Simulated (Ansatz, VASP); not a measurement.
## NaCl: VASP beside Ansatz

```
Na Cl
1.0
     3.45955    0.00000    0.00000
     0.00000    3.45955    0.00000
     0.00000    0.00000    3.45955
Na Cl
1 1
Direct
  0.00000 0.00000 0.00000
  0.50000 0.50000 0.50000
```

Alike in both runs: task single point; functional HSE06; k mesh 4 × 4 × 4; no spin polarisation.

|  | VASP | Ansatz |
| --- | --- | --- |
| version | VASP 6.6.1 | Ansatz 0.2.0 |
| potentials or method | VASP PAW PBE potentials, release 64 (Na_pv, Cl) | plane waves |
| plane-wave cutoff (eV) | 520 | 420 |
| occupations | gaussian, width 0.01 eV | fixed |
| valence electrons in the cell | 14 | 16 |

|  | VASP | Ansatz | Ansatz less VASP |
| --- | --- | --- | --- |
| gap on the k mesh at the Fermi level (eV) | 5.42 | 5.43 | +0.010 |
| pressure (GPa) | 0.6 | 0.6 | -0.01 |

VASP's potentials hold 14 valence electrons a cell and Ansatz's 16, so a difference there can come from the potentials and not from the codes. Ansatz's warnings: stress exchange threshold loose, stress scf threshold loose.

The k mesh is coarse, so the values compare programs but aren't converged.
